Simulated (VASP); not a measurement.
Pb:

```xyz
2
Lattice="-3.0800 3.0800 1.6802 3.0800 -3.0800 1.6802 3.0800 3.0800 -1.6802" Properties=species:S:1:pos:R:3 pbc="T T T"
Pb    0.0000    0.0000    0.0000
Pb    0.0000    3.0800    0.8401
```

| Property | Result |
| --- | --- |
| Program | VASP 6.6.1 |
| Task | relaxation of cell and atoms |
| Functional | PBEsol |
| Potentials or basis | VASP PAW PBE potentials, release 64 (Pb_d) |
| Cutoff | 600 eV |
| k mesh | 18 × 18 × 18 |
| Occupations | gaussian, width 0.1 eV |
| Spin | no spin polarisation |

At the start: pressure -0.9 GPa; volume 31.88 Å³/atom.

**Question.** How do energy, volume and symmetry change on relaxing?

**Answer.** Over 5 steps the energy falls by 3.4 meV/atom and the volume is 31.16 Å³/atom (-2.2 %); space group I4_1/amd (No. 141, to 0.1 Å) before and after.

The path:
```tsv
step	energy change (eV)	largest force (eV/Å)	pressure (GPa)	volume (Å³)
1	0.0000	0.0000	-0.93	63.76
2	-0.0057	0.0000	0.21	62.06
3	-0.0057	0.0000	0.13	62.17
4	-0.0066	0.0000	0.07	62.25
5	-0.0069	0.0000	0.02	62.32
```

Final structure:
```yaml
crystal:
  lattice:
    - [-3.07849, 3.07849, 1.64398]
    - [3.07849, -3.07849, 1.64398]
    - [3.07849, 3.07849, -1.64398]
  atoms:
    - { symbol: Pb, position: [0.00000, 0.00000, 0.00000] }
    - { symbol: Pb, position: [0.75000, 0.25000, 0.50000] }
```

Caveat: the PAW data sets were made with another functional, which shifts forces and pressure a little.
